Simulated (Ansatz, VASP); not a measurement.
**In2Ge: VASP beside Ansatz**

```
In Ge
1.0
     3.46589    0.00000    0.00000
    -1.73294    3.00155    0.00000
     0.00000    0.00000   14.56960
In Ge
4 2
Cartesian
  0.0000 2.0010 8.6283
  1.7329 1.0005 1.3435
  0.0000 2.0010 13.2261
  1.7329 1.0005 5.9413
  0.0000 2.0010 3.6424
  1.7329 1.0005 10.9272
```

Alike in both runs: functional PBE; k mesh 12 × 12 × 4; occupations gaussian, width 0.1 eV; no spin polarisation.

Ansatz relaxed the structure, and its values are those at the end. VASP's run is a single point on that final structure, the one shown.

```csv
,VASP,Ansatz
version,VASP 6.6.1,Ansatz 0.2.0
potentials or method,"VASP PAW PBE potentials, release 64 (In_d, Ge_d), cutoff 520 eV","scalar-relativistic, plane waves, PAW"
valence electrons in the cell,80,80
```

```csv
,VASP,Ansatz,Ansatz less VASP
gap on the k mesh at the Fermi level (eV),none,none,-
pressure (GPa),-0.1,0.0,+0.12
rms of the force components (eV/Å),0.003,0.004,+0.0009
```

A gap of «none» marks a metal or a gap that the smearing closes.
